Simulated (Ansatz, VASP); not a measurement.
**Two plane-wave programs on MgO**

Contents of INCAR:

```
  ALGO = Normal
  EDIFF = 1E-6
  ENCUT = 520
  GGA = PE
  ISIF = 2
  ISMEAR = 0
  LASPH = True
  LCHARG = True
  LELF = True
  LREAL = False
  LVHAR = True
  LWAVE = False
  NBANDS = 36
  NELM = 60
  PREC = Accurate
  SIGMA = 0.05
```

Contents of KPOINTS:

```
k-points
0
Gamma
  7 7 2
```

POSCAR

```
MgO
1.0
   -3.5213164963      0.0000000000      0.0000000000
   -1.7606582481     -3.0495495406      0.0000000000
   -1.4672152068     -1.0165165135     12.7181472718
Mg O
6 6
Direct
    0.6458291667      0.6388833333      0.0833500000
    0.5624958333      0.5277722222      0.4166833333
    0.4791625000      0.4166611111      0.7500166667
    0.1041625000      0.0277722222      0.9166833333
    0.2708291667      0.2499944444      0.2500166667
    0.1874958333      0.1388833333      0.5833500000
    0.4374958333      0.3611055556      0.9166833333
    0.6041625000      0.5833277778      0.2500166667
    0.5208291667      0.4722166667      0.5833500000
    0.3124958333      0.3055500000      0.0833500000
    0.2291625000      0.1944388889      0.4166833333
    0.1458291667      0.0833277778      0.7500166667
```

Input for Ansatz:

```yaml
crystal:
  lattice:
    - [-3.5213164963, 0.0, 0.0]
    - [-1.7606582481, -3.0495495406, 0.0]
    - [-1.4672152068, -1.0165165135, 12.7181472718]
  atoms:
    - { symbol: Mg, position: [0.6458291667, 0.6388833333, 0.08335] }
    - { symbol: Mg, position: [0.5624958333, 0.5277722222, 0.4166833333] }
    - { symbol: Mg, position: [0.4791625, 0.4166611111, 0.7500166667] }
    - { symbol: Mg, position: [0.1041625, 0.0277722222, 0.9166833333] }
    - { symbol: Mg, position: [0.2708291667, 0.2499944444, 0.2500166667] }
    - { symbol: Mg, position: [0.1874958333, 0.1388833333, 0.58335] }
    - { symbol: O, position: [0.4374958333, 0.3611055556, 0.9166833333] }
    - { symbol: O, position: [0.6041625, 0.5833277778, 0.2500166667] }
    - { symbol: O, position: [0.5208291667, 0.4722166667, 0.58335] }
    - { symbol: O, position: [0.3124958333, 0.30555, 0.08335] }
    - { symbol: O, position: [0.2291625, 0.1944388889, 0.4166833333] }
    - { symbol: O, position: [0.1458291667, 0.0833277778, 0.7500166667] }
basis:
  ecutwfc: 520.0
kpoints:
  mp_grid: { grid: [7, 7, 2] }
hamiltonian:
  xc: pbe
  pseudopotentials: { kind: paw, azcp: { folder: soft_1 } }
scf:
  occupations: { method: gaussian, width: 0.05 }
output:
  forces: true
  stress: true
  eigenvalues: true
```

Alike in both runs: task single point; functional PBE; k mesh 7 × 7 × 2; occupations gaussian, width 0.05 eV; no spin polarisation.

|  | VASP | Ansatz |
| --- | --- | --- |
| version | VASP 6.6.1 | Ansatz 0.2.0 |
| potentials or method | VASP PAW PBE potentials, release 64 (Mg, O), cutoff 520 eV | scalar-relativistic, plane waves, PAW |
| valence electrons in the cell | 48 | 96 |

```tsv
	VASP	Ansatz	Ansatz less VASP
gap on the k mesh at the Fermi level (eV)	1.07	1.10	+0.032
least direct gap on the mesh (eV)	1.11	1.15	+0.036
pressure (GPa)	1.4	1.9	+0.50
traceless stress, the component that is largest in VASP (GPa)	11.28	11.28	0.000
rms of the force components (eV/Å)	0.928	0.925	-0.0035
```

Atom by atom the forces differ by 0.007 eV/Å (rms over components). VASP's potentials hold 48 valence electrons a cell and Ansatz's 96, so a difference there can come from the potentials and not from the codes.
